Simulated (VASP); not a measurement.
Here is a VASP 6.6.1 calculation.

File INCAR:

```
SYSTEM = Zr
ALGO = Normal
EDIFF = 1E-7
EDIFFG = -0.005
ENCUT = 600
IBRION = 2
ISIF = 4
ISMEAR = -1
LASPH = .TRUE.
LCHARG = .FALSE.
LREAL = .FALSE.
LWAVE = .FALSE.
NELM = 60
NSW = 50
PREC = Accurate
SIGMA = 0.1
```

KPOINTS

```
k-points
0
G
  14 14 8
  0 0 0
```

The input POSCAR:

```
Zr
1.0
    2.3154475598      0.0000000000      0.0000000000
   -1.1577237799      2.0052364079      0.0000000000
    0.0000000000      0.0000000000      3.7550878579
Zr
2
Direct
    0.3333333333      0.6666666667      0.2500000000
    0.6666666667      0.3333333333      0.7500000000
```

Potentials or basis: VASP PAW LDA potentials, release 64 (Zr_sv).

The run is started by

```console
$ cat potpaw_LDA.64/Zr_sv/POTCAR > POTCAR
$ mpirun -np 1 vasp_std > vasp.out
```

Predict the band gap on the k mesh.

zero (band 12 reaches 26.37 eV, above the bottom of band 13 at 23.67 eV).

Final structure:
```
CELL_PARAMETERS angstrom
2.29275 0.00000 0.00000
-1.14638 1.98558 0.00000
0.00000 0.00000 3.82979
ATOMIC_POSITIONS crystal
Zr 0.33333 0.66667 0.25000
Zr 0.66667 0.33333 0.75000
```
